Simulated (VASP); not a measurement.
Hf:

```
CELL_PARAMETERS angstrom
3.16320 0.00000 0.00000
-1.58160 2.73941 0.00000
0.00000 0.00000 10.33100
ATOMIC_POSITIONS crystal
Hf 0.00000 0.00000 0.00000
Hf 0.00000 0.00000 0.50000
Hf 0.33333 0.66667 0.25000
Hf 0.66667 0.33333 0.75000
```

| Property | Result |
| --- | --- |
| Program | VASP 6.6.1 |
| Task | relaxation of cell and atoms |
| Functional | revPBE |
| Potentials or basis | VASP PAW PBE potentials, release 64 (Hf_pv) |
| Cutoff | 600 eV |
| k mesh | 11 × 11 × 3 |
| Occupations | fermi-dirac, width 0.1 eV |
| Spin | no spin polarisation |

At the start: pressure 3.1 GPa; volume 22.38 Å³/atom.

Q: How do energy, volume and symmetry change on relaxing?

A: Over 5 steps the energy falls by 8.8 meV/atom and the volume is 23.03 Å³/atom (+2.9 %); space group P6_3/mmc (No. 194, to 0.05 Å).

The path:
| step | energy change (eV) | largest force (eV/Å) | pressure (GPa) | volume (Å³) |
| --- | --- | --- | --- | --- |
| 1 | 0.0000 | 0.0000 | 3.06 | 89.52 |
| 2 | -0.0042 | 0.0000 | -3.18 | 95.16 |
| 3 | -0.0317 | 0.0000 | -0.31 | 92.40 |
| 4 | -0.0353 | 0.0000 | -0.05 | 92.17 |
| 5 | -0.0354 | 0.0000 | -0.03 | 92.14 |

Final structure:
```
Hf
1.0
     3.21624    0.00000    0.00000
    -1.60812    2.78535    0.00000
     0.00000    0.00000   10.28511
Hf
4
Direct
  0.00000 0.00000 0.00000
  0.00000 0.00000 0.50000
  0.33333 0.66667 0.25000
  0.66667 0.33333 0.75000
```

Caveat: the PAW data sets were made with another functional, which shifts forces and pressure a little.
